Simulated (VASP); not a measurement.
# TiH: relaxation of cell and atoms with r2SCAN

The system is TiH.

```
Ti H
1.0
     0.00000    2.18952    2.18952
     2.18952    0.00000    2.18952
     2.18952    2.18952    0.00000
Ti H
1 1
Direct
  0.00000 0.00000 0.00000
  0.75000 0.75000 0.75000
```

```json
{"Program": "VASP 6.6.1", "Task": "relaxation of cell and atoms", "Functional": "r2SCAN", "Potentials or basis": "VASP PAW PBE potentials, release 64 (Ti_sv, H)", "Cutoff": "600 eV", "k mesh": "6 × 6 × 6", "Occupations": "gaussian, width 0.1 eV", "Spin": "no spin polarisation", "Dipole correction": "no", "Further INCAR settings": "ALGO = Normal; EDIFF = 1e-06; IBRION = 2; EDIFFG = -0.04; NSW = 90; ISIF = 3"}
```

The relaxed volume is 10.14 Å³/atom. The relaxed cell is a = 3.061 Å, b = 3.061 Å, c = 3.061 Å, α = 60.00°, β = 60.00°, γ = 60.00° and the space group after relaxing (to 0.05 Å) is F-43m (No. 216). The energy gained by relaxing is 4.9 meV/atom. The ionic steps are 3. The pressure after relaxing is 0.1 GPa.

Step by step:
```tsv
step	energy change (eV)	largest force (eV/Å)	pressure (GPa)	volume (Å³)
1	0.0000	0.0000	-4.25	20.99
2	-0.0094	0.0000	0.86	20.16
3	-0.0097	0.0000	0.09	20.28
```

Final structure:
```
Ti H
1.0
     0.00000    2.16460    2.16460
     2.16460    0.00000    2.16460
     2.16460    2.16460    0.00000
Ti H
1 1
Direct
  0.00000 0.00000 0.00000
  0.75000 0.75000 0.75000
```

Levels at points of the mesh, in eV from the Fermi level:
```csv
k point,band 3,band 4,band 5,band 6,band 7,band 8,band 9,band 10
"(0.00, 0.00, 0.00)",-34.26,-34.26,-9.20,0.52,0.52,0.52,2.30,2.30
"(0.50, 0.00, 0.00)",-34.32,-34.32,-6.56,-1.07,0.60,0.60,3.11,3.11
"(0.50, 0.50, 0.00)",-34.41,-34.41,-5.77,-2.48,0.14,3.21,3.24,3.24
```

Run time: 48 s on 1 thread of Intel(R) Xeon(R) 6975P-C (Granite Rapids), on a shared host, peak memory 0.17 GiB.

Caveat: the k points lie up to 0.42 Å⁻¹ apart in the final cell; the PAW data sets were made with another functional, which shifts forces and pressure a little.
